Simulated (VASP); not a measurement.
Write the native input for VASP 6.6.1 that does the following.

```yaml
Task: single point
Functional: PBE
Potentials_or_basis: VASP PAW PBE potentials, release 64 (Lu)
Cutoff: 520 eV
k_mesh: 12 × 12 × 6
Occupations: fermi-dirac, width 0.05 eV
Spin: no spin polarisation
Dipole_correction: no
Further_INCAR_settings: ALGO = Normal; EDIFF = 1e-07; NBANDS = 32
```

The structure of Lu lies in POSCAR:

```
Lu
1.0
    3.4571247502      0.0000000000      0.0000000000
   -1.7285623751      2.9939578577      0.0000000000
    0.0000000000      0.0000000000      5.3909921086
Lu
2
Direct
    0.3333333333      0.6666666667      0.2500000000
    0.6666666667      0.3333333333      0.7500000000
```

The input as run:

INCAR

```
SYSTEM = Lu
ALGO = Normal ; EDIFF = 1E-7
ENCUT = 520 ; GGA = PE
ISIF = 2 ; ISMEAR = -1
LASPH = .True. ; LCHARG = .False.
LREAL = .False. ; LWAVE = .False.
NBANDS = 32 ; NELM = 80
PREC = Accurate ; SIGMA = 0.05
```

KPOINTS

```
k-points
0
Gamma
  12 12 6
  0 0 0
```

Potentials or basis: VASP PAW PBE potentials, release 64 (Lu).

Run with:

```console
$ cat potpaw_PBE.64/Lu/POTCAR > POTCAR
$ mpirun -np 1 vasp_std > vasp.out
```

It gave:

```json
{
  "Pressure": "2.2 GPa",
  "Band gap on the k mesh": "zero (bands 25 and 26 overlap by 1.89 eV)"
}
```

Caveat: spin-orbit coupling is left out, which moves the levels of the heavy elements.

Wall time 3.6 min on 1 thread of Intel Xeon 8259CL (shared host), peak memory 0.26 GiB.
